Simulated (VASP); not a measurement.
Write the native input for VASP 6.6.1 that does the following.

- Task: single point
- Functional: PBEsol
- Potentials or basis: VASP PAW PBE potentials, release 64 (Mo_sv, Se)
- Cutoff: 500 eV
- k mesh: 8 × 8 × 2
- Occupations: gaussian, width 0.05 eV
- Spin: collinear spin
- Starting moments: [2.2, 2.2, 0.0, 0.0, 0.0, 0.0] μB
- Fixed moment: 4.4 μB
- Dipole correction: no
- Further INCAR settings: ALGO = Normal; EDIFF = 1e-06; NBANDS = 39

The structure of MoSe2 lies in POSCAR:

```
MoSe2
1.0
    3.2879995700      0.0000000000      0.0000000000
   -1.6439997900      2.8474911600      0.0000000000
    0.0000000000      0.0000000000     12.9000009200
Mo Se
2 4
Direct
    0.3333333333      0.6666666667      0.2500000000
    0.6666666667      0.3333333333      0.7500000000
    0.3333333333      0.6666666667      0.6250000000
    0.6666666667      0.3333333333      0.1250000000
    0.3333333333      0.6666666667      0.8750000000
    0.6666666667      0.3333333333      0.3750000000
```

These files were run (other wordings do the same):

INCAR

```
PREC = Accurate
ENCUT = 500
EDIFF = 1E-6
ISMEAR = 0
SIGMA = 0.05
LREAL = F
LASPH = T
NELM = 200
ALGO = Normal
ISIF = 2
LWAVE = F
LCHARG = F
ISPIN = 2
MAGMOM = 2.2 2.2 0 0 0 0
LORBIT = 11
NUPDOWN = 4.4
LMAXMIX = 4
GGA = PS
NBANDS = 39
GGA_COMPAT = F
```

KPOINTS

```
regular mesh
0
Gamma
  8 8 2
```

Potentials or basis: VASP PAW PBE potentials, release 64 (Mo_sv, Se).

The run is started by

```console
$ cat potpaw_PBE.64/Mo_sv/POTCAR potpaw_PBE.64/Se/POTCAR > POTCAR
$ mpirun -np 1 vasp_std > vasp.out
```

It gave:

```
Pressure                                              : 13.3 GPa
Largest force                                         : 1.467 eV/Å
Net moment                                            : 4.40 μB per cell
Site moments                                          : Mo +1.57; Se +0.11 μB
Valence electrons inside the program's atomic spheres : Mo 12.55; Se 3.90
```

Caveat: the cell stands under pressure; the PAW data sets were made with another functional, which shifts forces and pressure a little; this functional lacks dispersion, which binds layers or chains, so the pressure and a relaxed spacing across them are unreliable; the total moment is fixed, so each spin has its own Fermi level and the state may be an excited one.

Run time: 110 s on 1 thread of Oxide Virtual Turin-like Processor, on a shared host, peak memory 0.3 GiB.
